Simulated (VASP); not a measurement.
Tl: single point with PBE

The system is Tl.

```xyz
1
Lattice="0.0000 2.4988 2.4988 2.4988 0.0000 2.4988 2.4988 2.4988 0.0000" Properties=species:S:1:pos:R:3 pbc="T T T"
Tl    0.0000    0.0000    0.0000
```

This cell differs from its parent crystal: volume scaled by 1.04.

| Item | Value |
| --- | --- |
| Program | VASP 6.6.1 |
| Task | single point |
| Functional | PBE |
| Potentials or basis | VASP PAW PBE potentials, release 64 (Tl_d) |
| Cutoff | 520 eV |
| k mesh | 9 × 9 × 9 |
| Occupations | fermi-dirac, width 0.05 eV |
| Spin | no spin polarisation |
| Dipole correction | no |
| Further INCAR settings | ALGO = Normal; EDIFF = 1e-07; NBANDS = 12 |

| Item | Value |
| --- | --- |
| Pressure | 0.0 GPa |

Levels at points of the mesh, in eV from the Fermi level:
| k point | band 3 | band 4 | band 5 | band 6 | band 7 | band 8 | band 9 | band 10 |
| --- | --- | --- | --- | --- | --- | --- | --- | --- |
| (0.00, 0.00, 0.00) | -11.48 | -11.26 | -11.26 | -9.45 | 9.57 | 9.57 | 9.57 | 10.84 |

Run time: 23 s on 1 thread of Intel(R) Xeon(R) Platinum 8175M CPU @ 2.50GHz (Skylake/Cascade Lake) (shared host), peak memory 0.15 GiB.

Caveat: spin-orbit coupling is left out, which moves the levels of the heavy elements.
